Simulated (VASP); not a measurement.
A run of VASP 6.6.1 is set up as follows.

INCAR

```
PREC     = Accurate       # precision mode
ENCUT    = 520            # plane-wave cutoff, eV
EDIFF    = 1E-7           # SCF threshold, eV
ISMEAR   = 0              # smearing method
SIGMA    = 0.05           # smearing width, eV
LREAL    = F              # projectors in reciprocal space
LASPH    = T              # aspherical terms in the spheres
NELM     = 100            # most SCF steps
ALGO     = Normal         # electronic algorithm
ISIF     = 2              # what is computed and relaxed
LWAVE    = F              # write WAVECAR
LCHARG   = F              # write CHGCAR
GGA      = PE             # functional
NBANDS   = 16             # bands
```

The input KPOINTS:

```
Automatic mesh
0
Gamma
  12 12 12
```

The input POSCAR:

```
Mg2NCl
1.0
    1.6834183011      0.9719220093      5.8418109902
   -1.6834183011      0.9719220093      5.8418109902
    0.0000000000     -1.9438440186      5.8418109902
Mg N Cl
2 1 1
Direct
    0.2228150000      0.2228150000      0.2228150000
    0.7771850000      0.7771850000      0.7771850000
    0.5000000000      0.5000000000      0.5000000000
    0.0000000000      0.0000000000      0.0000000000
```

Potentials or basis: VASP PAW PBE potentials, release 64 (Mg, N, Cl).

The run is started by

```console
$ cat potpaw_PBE.64/Mg/POTCAR potpaw_PBE.64/N/POTCAR potpaw_PBE.64/Cl/POTCAR > POTCAR
$ mpirun -np 1 vasp_std > vasp.out
```

**Question.** Estimate the largest force.

**Answer.** 0.078 eV/Å.

**Question.** What does it give for the band gap on the k mesh?

**Answer.** 2.40 eV.

Forces on the atoms (eV/Å):
```
Mg   0.000  0.000  0.078
Mg   0.000  0.000 -0.078
N    0.000  0.000  0.000
Cl   0.000  0.000  0.000
```

 A k mesh can miss the band edges.
